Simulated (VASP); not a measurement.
Wanted: the native input for a VASP 6.6.1 run.

```yaml
Task: single point
Functional: r2SCAN
Potentials_or_basis: VASP PAW PBE potentials, release 64 (K_sv, Br)
Cutoff: 520 eV
k_mesh: 6 × 6 × 4
Occupations: gaussian, width 0.01 eV
Spin: no spin polarisation
Dipole_correction: no
Further_INCAR_settings: ALGO = Normal; EDIFF = 1e-06; NBANDS = 24
```

Crystal: KBr.

```
CELL_PARAMETERS angstrom
5.61858 0.00000 0.00000
-2.80929 4.86583 0.00000
0.00000 0.00000 6.55383
ATOMIC_POSITIONS crystal
K 0.33333 0.66667 0.93750
K 0.66667 0.33333 0.43750
Br 0.33333 0.66667 0.43750
Br 0.66667 0.33333 0.93750
```

These files were run (other wordings do the same):

POSCAR

```
KBr
1.0
    5.6185813549      0.0000000000      0.0000000000
   -2.8092906774      4.8658341866      0.0000000000
    0.0000000000      0.0000000000      6.5538300477
K Br
2 2
Direct
    0.3333333333      0.6666666667     -0.0625000000
    0.6666666667      0.3333333333      0.4375000000
    0.3333333333      0.6666666667      0.4375000000
    0.6666666667      0.3333333333      0.9375000000
```

INCAR.step1

```
PREC     = Accurate       # precision mode
ENCUT    = 520            # plane-wave cutoff, eV
ISMEAR   = 0              # smearing method
SIGMA    = 0.01           # smearing width, eV
LREAL    = F              # projectors in reciprocal space
LASPH    = T              # aspherical terms in the spheres
NELM     = 80             # most SCF steps
NBANDS   = 24             # bands
GGA      = PE             # functional
ALGO     = Normal         # electronic algorithm
EDIFF    = 1E-4           # SCF threshold, eV
LWAVE    = T              # write WAVECAR
LCHARG   = F              # write CHGCAR
```

INCAR.step2

```
PREC     = Accurate       # precision mode
ENCUT    = 520            # plane-wave cutoff, eV
EDIFF    = 1E-6           # SCF threshold, eV
ISMEAR   = 0              # smearing method
SIGMA    = 0.01           # smearing width, eV
LREAL    = F              # projectors in reciprocal space
LASPH    = T              # aspherical terms in the spheres
NELM     = 80             # most SCF steps
ALGO     = Normal         # electronic algorithm
ISIF     = 2              # what is computed and relaxed
LWAVE    = F              # write WAVECAR
LCHARG   = F              # write CHGCAR
METAGGA  = R2SCAN         # meta-GGA
LMIXTAU  = T            
NBANDS   = 24             # bands
ISTART   = 1
```

KPOINTS

```
Automatic mesh
0
Gamma
  6 6 4
```

Potentials or basis: VASP PAW PBE potentials, release 64 (K_sv, Br).

Launch:

```sh
$ cat potpaw_PBE.64/K_sv/POTCAR potpaw_PBE.64/Br/POTCAR > POTCAR
$ cp INCAR.step1 INCAR
$ mpirun -np 1 vasp_std > vasp.out
$ cp INCAR.step2 INCAR
$ mpirun -np 1 vasp_std > vasp.out
```

It gave:

| Quantity | Value |
| --- | --- |
| Pressure | 0.0 GPa |
| Band gap on the k mesh | 4.77 eV, direct |

Caveat: the PAW data sets were made with another functional, which shifts forces and pressure a little.

Run time: 9.6 min on 1 thread of Oxide Virtual Turin-like Processor, with other jobs on the host, peak memory 0.32 GiB.
